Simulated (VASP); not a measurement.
A run of VASP 6.6.1:

INCAR

```
ALGO = Fast
EDIFF = 1E-7
ENCUT = 520
GGA = PE
ISIF = 2
ISMEAR = -1
LASPH = T
LCHARG = F
LREAL = F
LWAVE = F
NBANDS = 8
NELM = 100
PREC = Accurate
SIGMA = 0.05
```

File KPOINTS:

```
k-points
0
Gamma
  12 12 12
```

Contents of POSCAR:

```
Al
1.0
   -1.5912186900      1.5912186900      1.5912186900
    1.5912186900     -1.5912186900      1.5912186900
    1.5912186900      1.5912186900     -1.5912186900
Al
1
Direct
    0.0000000000      0.0000000000      0.0000000000
```

Potentials or basis: VASP PAW PBE potentials, release 64 (Al).

The run is started by

```bash
$ cat potpaw_PBE.64/Al/POTCAR > POTCAR
$ mpirun -np 1 vasp_std > vasp.out
```

Hardware: 1 thread of Intel(R) Xeon(R) 6975P-C (Granite Rapids), with other jobs on the host.

Task: How long does it take, and how much memory?

Result: Run time: 3.4 s on 1 thread of Intel(R) Xeon(R) 6975P-C (Granite Rapids), on a shared host, peak memory 0.12 GiB. Counts: scf iterations 14, k points 72.
